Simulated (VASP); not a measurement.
Set up this calculation in VASP 6.6.1, as the native input.

* Task: single point
* Functional: PBE
* Potentials or basis: VASP PAW PBE potentials, release 64 (As, Se)
* Cutoff: 520 eV
* k mesh: 12 × 12 × 4
* Occupations: gaussian, width 0.01 eV
* Spin: no spin polarisation
* Dipole correction: no
* Further INCAR settings: ALGO = Normal; EDIFF = 1e-06; NBANDS = 34

The structure of As2Se lies in POSCAR:

```
As2Se
1.0
    3.7857119115      0.0000000000      0.0000000000
   -1.8928559557      3.2785226868      0.0000000000
    0.0000000000      0.0000000000     17.4734383945
As Se
6 3
Direct
    0.0000000000      0.0000000000      0.6421665587
    0.6666666667      0.3333333333      0.5668525121
    0.0000000000      0.0000000000      0.3578334413
    0.3333333333      0.6666666667      0.4331474879
    0.6666666667      0.3333333333      0.8988996966
    0.3333333333      0.6666666667      0.1011003034
    0.3333333333      0.6666666667      0.8146757647
    0.6666666667      0.3333333333      0.1853242353
    0.0000000000      0.0000000000      0.0000000000
```

The input as run:

INCAR

```
SYSTEM = As2Se
  PREC = Accurate
  ENCUT = 520
  EDIFF = 1E-6
  ISMEAR = 0
  SIGMA = 0.01
  LREAL = .False.
  LASPH = .True.
  NELM = 80
  ALGO = Normal
  ISIF = 2
  LWAVE = .False.
  LCHARG = .False.
  GGA = PE
  NBANDS = 34
```

KPOINTS

```
regular mesh
0
Gamma
  12 12 4
  0 0 0
```

Potentials or basis: VASP PAW PBE potentials, release 64 (As, Se).

Launch:

```console
$ cat potpaw_PBE.64/As/POTCAR potpaw_PBE.64/Se/POTCAR > POTCAR
$ mpirun -np 1 vasp_std > vasp.out
```

It gave:

```json
{
 "Pressure": "0.2 GPa",
 "Largest force": "0.060 eV/Å",
 "Band gap on the k mesh": "zero (bands 24 and 25 overlap by 0.04 eV)"
}
```

Caveat: this functional lacks dispersion, which binds the layers, so the pressure and a relaxed spacing across them are unreliable.

Wall time 14 min on 1 thread of Intel Xeon 8259CL, on a shared host, peak memory 0.56 GiB.
